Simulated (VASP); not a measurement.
# AlN (P4_2/nmc) in VASP: single point with PBE

Aim: the single point of AlN with PBE.

Program: VASP 6.6.1. These are calculated values, not measurements. Logs are shortened: lines on timing, memory, paths and dates and some standing lists are left out, and cuts for length are marked.

## Step 1: The cell of the first run

Symmetry: P4_2/nmc, No. 137, tetragonal system. The conventional cell has a = 5.247 Å, b = 5.247 Å, c = 4.516 Å, α = 90.00°, β = 90.00°, γ = 90.00°. Within 2.5 Å of Al (site symmetry m) lie 5 N at 1.87 to 1.88 Å. N (site symmetry m) has 5 Al at 1.87 to 1.88 Å within 2.5 Å.

## Step 2: Single point, PBE

Contents of INCAR:

```
ALGO = Normal ; EDIFF = 1E-6
ENCUT = 520 ; GGA = PE
ISIF = 2 ; ISMEAR = 0
LASPH = True ; LCHARG = False
LREAL = Auto ; LWAVE = False
NBANDS = 46 ; NELM = 100
PREC = Accurate ; SIGMA = 0.1
```

Contents of KPOINTS:

```
k-points
0
Gamma
  4 4 4
```

Contents of POSCAR:

```
AlN
1.0
    5.2470212900      0.0000000000      0.0000000000
    0.0000000000      5.2470212900      0.0000000000
    0.0000000000      0.0000000000      4.5156294600
Al N
8 8
Direct
    0.5000000000      0.7519741000      0.7927072700
    0.7480259000      0.0000000000      0.2927072700
    0.0000000000      0.7480259000      0.7072927300
    0.7519741000      0.5000000000      0.2072927300
    0.5000000000      0.2480259000      0.7927072700
    0.2519741000      0.0000000000      0.2927072700
    0.0000000000      0.2519741000      0.7072927300
    0.2480259000      0.5000000000      0.2072927300
    0.0000000000      0.7480259000      0.2927072700
    0.7519741000      0.5000000000      0.7927072700
    0.5000000000      0.7519741000      0.2072927300
    0.7480259000      0.0000000000      0.7072927300
    0.0000000000      0.2519741000      0.2927072700
    0.2480259000      0.5000000000      0.7927072700
    0.5000000000      0.2480259000      0.2072927300
    0.2519741000      0.0000000000      0.7072927300
```

Potentials or basis: VASP PAW PBE potentials, release 64 (Al, N).

The run is started by

```console
$ cat potpaw_PBE.64/Al/POTCAR potpaw_PBE.64/N/POTCAR > POTCAR
$ mpirun -np 1 vasp_std > vasp.out
```

OUTCAR:

```text
EDIFF = 1E-6
   ENCUT = 520
   GGA = PE
   ISIF = 2
   ISMEAR = 0
   LASPH = True
   LREAL = Auto
   NELM = 100
   PREC = Accurate

 ion  position               nearest neighbor table
   1  0.500  0.752  0.793-  10 1.87  14 1.87  11 1.87  12 1.88  16 1.88   5 2.60   5 2.64   4 2.65
                             8 2.65   3 2.65   3 2.65   2 2.91   6 2.91   2 2.91   6 2.91   4 3.24
   2  0.748  0.000  0.293-   9 1.87  13 1.87  12 1.87  11 1.88  15 1.88   6 2.60   6 2.64   7 2.65
                             3 2.65   4 2.65   4 2.65   1 2.91   1 2.91   5 2.91   5 2.91   7 3.24
   3  0.000  0.748  0.707-  12 1.87  16 1.87   9 1.87  14 1.88  10 1.88   7 2.60   7 2.64   2 2.65
                             6 2.65   1 2.65   1 2.65   4 2.91   4 2.91   8 2.91   8 2.91   2 3.24
   4  0.752  0.500  0.207-  11 1.87  15 1.87  10 1.87  13 1.88   9 1.88   8 2.60   8 2.64   5 2.65
                             1 2.65   2 2.65   2 2.65   3 2.91   7 2.91   3 2.91   7 2.91   5 3.24
   5  0.500  0.248  0.793-  10 1.87  14 1.87  15 1.87  12 1.88  16 1.88   1 2.60   1 2.64   8 2.65
                             4 2.65   7 2.65   7 2.65   2 2.91   2 2.91   6 2.91   6 2.91   8 3.24
   6  0.252  0.000  0.293-   9 1.87  13 1.87  16 1.87  15 1.88  11 1.88   2 2.60   2 2.64   3 2.65
                             7 2.65   8 2.65   8 2.65   1 2.91   5 2.91   5 2.91   1 2.91   3 3.24
   7  0.000  0.252  0.707-  12 1.87  16 1.87  13 1.87  14 1.88  10 1.88   3 2.60   3 2.64   2 2.65
                             6 2.65   5 2.65   5 2.65   4 2.91   8 2.91   8 2.91   4 2.91   6 3.24
   8  0.248  0.500  0.207-  11 1.87  15 1.87  14 1.87   9 1.88  13 1.88   4 2.60   4 2.64   5 2.65
                             1 2.65   6 2.65   6 2.65   3 2.91   3 2.91   7 2.91   7 2.91   1 3.24
   9  0.000  0.748  0.293-   2 1.87   6 1.87   3 1.87   4 1.88   8 1.88
  10  0.752  0.500  0.793-   1 1.87   5 1.87   4 1.87   3 1.88   7 1.88
  11  0.500  0.752  0.207-   4 1.87   8 1.87   1 1.87   6 1.88   2 1.88
  12  0.748  0.000  0.707-   3 1.87   7 1.87   2 1.87   5 1.88   1 1.88
  13  0.000  0.252  0.293-   2 1.87   6 1.87   7 1.87   4 1.88   8 1.88
  14  0.248  0.500  0.793-   1 1.87   5 1.87   8 1.87   7 1.88   3 1.88
  15  0.500  0.248  0.207-   4 1.87   8 1.87   5 1.87   6 1.88   2 1.88
  16  0.252  0.000  0.707-   3 1.87   7 1.87   6 1.87   1 1.88   5 1.88

  LATTYP: Found a simple tetragonal cell.
 ALAT       =     5.2470212900
 C/A-ratio  =     0.8606081833

  Lattice vectors:

 A1 = (   5.2470212900,   0.0000000000,   0.0000000000)
 A2 = (   0.0000000000,   5.2470212900,   0.0000000000)
 A3 = (   0.0000000000,   0.0000000000,   4.5156294600)

Analysis of symmetry for initial positions (statically):
=====================================================================
 Subroutine PRICEL returns:
 Original cell was already a primitive cell.

 Routine SETGRP: Setting up the symmetry group for a
 simple tetragonal supercell.

 Subroutine GETGRP returns: Found 16 space group operations
 (whereof  8 operations were pure point group operations)
 out of a pool of 16 trial point group operations.

The static configuration has the point symmetry D_2d.
 The point group associated with its full space group is D_4h.

Analysis of symmetry for dynamics (positions and initial velocities):
=====================================================================
 Subroutine PRICEL returns:
 Original cell was already a primitive cell.

 Routine SETGRP: Setting up the symmetry group for a
 simple tetragonal supercell.

 Subroutine GETGRP returns: Found 16 space group operations
 (whereof  8 operations were pure point group operations)
 out of a pool of 16 trial point group operations.

The dynamic configuration has the point symmetry D_2d.
 The point group associated with its full space group is D_4h.

 Subroutine INISYM returns: Found 16 space group operations
 (whereof  8 operations are pure point group operations),
 and found     1 'primitive' translations

----------------------------------------------------------------------------------------

                                     Primitive cell

  volume of cell :     124.3208

  direct lattice vectors                    reciprocal lattice vectors
     5.247021290  0.000000000  0.000000000     0.190584323  0.000000000  0.000000000
     0.000000000  5.247021290  0.000000000     0.000000000  0.190584323  0.000000000
     0.000000000  0.000000000  4.515629460     0.000000000  0.000000000  0.221453068

  length of vectors
     5.247021290  5.247021290  4.515629460     0.190584323  0.190584323  0.221453068

  position of ions in fractional coordinates (direct lattice)
[... 45 lines left out ...]

  Cartesian coordinates                     Fractional coordinates (reciprocal lattice)
     0.047646081  0.000000000  0.000000000     0.250000000  0.000000000  0.000000000
     0.000000000  0.047646081  0.000000000     0.000000000  0.250000000  0.000000000
     0.000000000  0.000000000  0.055363267     0.000000000  0.000000000  0.250000000

  Length of vectors
     0.047646081  0.047646081  0.055363267

  Shift w.r.t. Gamma in fractional coordinates (k-lattice)
     0.000000000  0.000000000  0.000000000

 Subroutine IBZKPT returns following result:
 ===========================================

 Found     18 irreducible k-points:

 Following reciprocal coordinates:
            Coordinates               Weight
  0.000000  0.000000  0.000000      1.000000
  0.250000  0.000000  0.000000      4.000000
  0.500000  0.000000  0.000000      2.000000
  0.250000  0.250000  0.000000      4.000000
  0.500000  0.250000  0.000000      4.000000
  0.500000  0.500000  0.000000      1.000000
[... 10 lines left out ...]
  0.500000  0.250000  0.500000      4.000000
  0.500000  0.500000  0.500000      1.000000
   k-points           NKPTS =     18   k-points in BZ     NKDIM =     18   number of bands    NBANDS=     46
   number of dos      NEDOS =    301   number of ions     NIONS =     16
   total plane-waves  NPLWV =  57600
   dimension x,y,z NGX =    40 NGY =   40 NGZ =   36
   dimension x,y,z NGXF=    80 NGYF=   80 NGZF=   72
   ions per type =               8   8
   NGX,Y,Z   is equivalent  to a cutoff of  12.67, 12.67, 13.25 a.u.
   NGXF,Y,Z  is equivalent  to a cutoff of  25.35, 25.35, 26.51 a.u.
 SYSTEM =  unknown system
   PREC   = accura    normal or accurate (medium, high low for compatibility)
   ISTART =      0    job   : 0-new  1-cont  2-samecut
   ICHARG =      2    charge: 1-file 2-atom 10-const
   ISPIN  =      1    spin polarized calculation?
   LNONCOLLINEAR =      F non collinear calculations
   LSORBIT =      F    spin-orbit coupling
   LASPH  =      T    aspherical Exc in radial PAW
   ENCUT  =  520.0 eV  38.22 Ry    6.18 a.u.   9.76  9.76  8.40*2*pi/ulx,y,z
   NELM   =    100;   NELMIN=  2; NELMDL= -5     # of ELM steps
   EDIFF  = 0.1E-05   stopping-criterion for ELM
   LREAL  =      T    real-space projection
   EDIFFG = 0.1E-04   stopping-criterion for IOM
   NSW    =      0    number of steps for IOM
   IBRION =     -1    ionic relax: 0-MD 1-quasi-New 2-CG
   NFREE  =      0    steps in history (QN), initial steepest desc. (CG)
   ISIF   =      2    stress and relaxation
   ISYM   =      2    0-nonsym 1-usesym 2-fastsym
   POTIM  = 0.5000    time-step for ionic-motion
   TEBEG  =    0.0;   TEEND  =   0.0 temperature during run
   PSTRESS=    0.0 pullay stress
   NELECT =      64.0000    total number of electrons
   NUPDOWN=      -1.0000    fix difference up-down
   EMIN   =  10.00;   EMAX   =-10.00  energy-range for DOS
   EFERMI =   0.00;   METHOD = LEGACY
   ISMEAR =     0;   SIGMA  =   0.10  broadening in eV -4-tet -1-fermi 0-gaus
   EFERMI_NEDOS =   21; number of points for ismear=-14 and -15
   IALGO  =     38    algorithm
   IMIX   =      4    mixing-type and parameters
     AMIX     =   0.40;   BMIX     =  1.00
     AMIX_MAG =   1.60;   BMIX_MAG =  1.00
  volume/ion in A,a.u.               =       7.77        52.43
  Fermi-wavevector in a.u.,A,eV,Ry     =   1.312059  2.479433 23.422429  1.721500
  Thomas-Fermi vector in A             =   2.442478
   LORBIT       =      0    0 simple, 1 ext, 2 COOP (PROOUT), +10 PAW based schemes
   GGA     = PE    functional components
   LHFCALC =     F    Hartree Fock is set to
   AEXX    =    0.0000 exact exchange contribution
   IVDW    =     0    specifies the selected vdW correction
   LEPSILON=     F    determine dielectric tensor
   LRPA    =     F    only Hartree local field effects (RPA)
 non-spin polarized calculation
 Gauss-broadening in eV      SIGMA  =   0.10
  energy-cutoff  :      520.00
  volume of cell :      124.32
 maximum number of plane-waves:      3368
 NGX is ok and might be reduce to    40
   NGX = 19   NGY = 19   NGZ = 17

 number of electron      63.9999990 magnetization

 Free energy of the ion-electron system (eV)
  ---------------------------------------------------
  ext. energy  EPLUGINS =         0.00000000
  ---------------------------------------------------
  free energy    TOTEN  =      -111.23132134 eV

  energy without entropy =     -111.23132134  energy(sigma->0) =     -111.23132134

 E-fermi :  10.8966     XC(G=0): -12.4538

 val. band max:       10.4134496831   @ k =   0.0000   0.0000   0.0000
 cond. band min:      15.2176615838   @ k =   0.0000   0.0000   0.0000
 fundamental gap:      4.8042119008
 Fermi energy:        10.8966255772

 k-point     1 :       0.0000    0.0000    0.0000
  band No.  band energies     occupation
      1      -7.6530      2.00000
      2      -4.6160      2.00000
      3      -4.2655      2.00000
      4      -4.2655      2.00000
      5      -4.2344      2.00000
      6      -4.1958      2.00000
[... 835 lines left out ...]
     43      21.2553      0.00000
     44      21.2553      0.00000
 [bands above 44 left out]

------------------------ aborting loop because EDIFF is reached ----------------------------------------

  FORCE on cell =-STRESS in cart. coord.  units (eV):
  Direction    XX          YY          ZZ          XY          YZ          ZX
  --------------------------------------------------------------------------------------
  -------------------------------------------------------------------------------------
  Total       48.2109398     48.2109398     29.0087586      0.0000000      0.0000000      0.0000000
  in kB      621.3155591    621.3155591    373.8486144      0.0000000      0.0000000      0.0000000
  external PRESSURE =     538.8265776 kB  Pullay stress =       0.0000000 kB

 VOLUME and BASIS-vectors are now :
 -----------------------------------------------------------------------------
  energy-cutoff  :      520.00
  volume of cell :      124.32
      direct lattice vectors                 reciprocal lattice vectors
     5.247021290  0.000000000  0.000000000     0.190584323  0.000000000  0.000000000
     0.000000000  5.247021290  0.000000000     0.000000000  0.190584323  0.000000000
     0.000000000  0.000000000  4.515629460     0.000000000  0.000000000  0.221453068

 POSITION                                       TOTAL-FORCE (eV/Angst)
 -----------------------------------------------------------------------------------
      2.62351      3.94562      3.57957        -0.000000      0.280866     -0.867191
      3.92491      0.00000      1.32176        -0.280866      0.000000     -0.867191
      0.00000      3.92491      3.19387        -0.000000     -0.280866      0.867191
      3.94562      2.62351      0.93606         0.280866      0.000000      0.867191
      2.62351      1.30140      3.57957        -0.000000     -0.280866     -0.867191
      1.32211      0.00000      1.32176         0.280866      0.000000     -0.867191
[... 8 lines left out ...]
      2.62351      1.30140      0.93606        -0.000000     -0.469012      1.640975
      1.32211      0.00000      3.19387         0.469012      0.000000      1.640975
 -----------------------------------------------------------------------------------
    total drift:                               -0.000000      0.000000     -0.000000

  FREE ENERGIE OF THE ION-ELECTRON SYSTEM (eV)
  ---------------------------------------------------
  free  energy   TOTEN  =      -111.2313213373 eV

  energy  without entropy=     -111.2313213373  energy(sigma->0) =     -111.23132134
```

Wall time 3.4 min (1 thread of AMD EPYC 7R43 (Zen 3), shared host); peak memory 0.21 GiB.

What came out:

| Property | Result |
| --- | --- |
| Free energy | -111.2313 eV |
| Pressure | 53.9 GPa |
| Largest force | 1.707 eV/Å |
| Band gap on the k mesh | 4.80 eV, direct |

Forces on the atoms (eV/Å):
```
Al   0.000  0.281 -0.867
Al  -0.281  0.000 -0.867
Al   0.000 -0.281  0.867
Al   0.281  0.000  0.867
Al   0.000 -0.281 -0.867
Al   0.281  0.000 -0.867
Al   0.000  0.281  0.867
Al  -0.281  0.000  0.867
N    0.000 -0.469 -1.641
N    0.469  0.000 -1.641
N    0.000  0.469  1.641
N   -0.469  0.000  1.641
N    0.000  0.469 -1.641
N   -0.469  0.000 -1.641
N    0.000 -0.469  1.641
N    0.469  0.000  1.641
```

Stress tensor (GPa, compression positive):
```
62.13  0.00  0.00
 0.00 62.13  0.00
 0.00  0.00 37.38
```

Caveat: forces of over 1 eV/Å act on the atoms, so gaps and moduli don't describe the material at rest. PBE gaps usually lie below the measured ones, often by a third to a half.
